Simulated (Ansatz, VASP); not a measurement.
One calculation of AgCl, two programs

```
CELL_PARAMETERS angstrom
0.00000 2.82861 2.77315
2.82861 0.00000 2.77315
2.82861 2.82861 0.00000
ATOMIC_POSITIONS crystal
Ag 0.50000 0.50000 0.50000
Cl 0.00000 0.00000 0.00000
```

Change from the starting cell: equal xx and yy strain of +2 %, crystal datasets.

Alike in both runs: task electric field gradients; functional PBE; k mesh 8 × 8 × 8; occupations fermi-dirac, width 0.02 eV; no spin polarisation.

```csv
,VASP,Ansatz
version,VASP 6.6.1,Ansatz 0.2.0
potentials or method,"VASP PAW PBE potentials, release 64 (Ag, Cl), cutoff 520 eV","all-electron PAW with datasets made for the crystal, scalar-relativistic"
```

```tsv
	VASP	Ansatz	Ansatz less VASP
gap on the k mesh at the Fermi level (eV)	0.87	0.87	+0.004
pressure (GPa)	-0.3	-0.2	+0.13
traceless stress, the component that is largest in VASP (GPa)	0.18	0.19	+0.013
size of Vzz on the site where it differs most (V/Å²)	10.6	9.1	-1.49
```

Ansatz ran all-electron here, and VASP with PAW potentials.
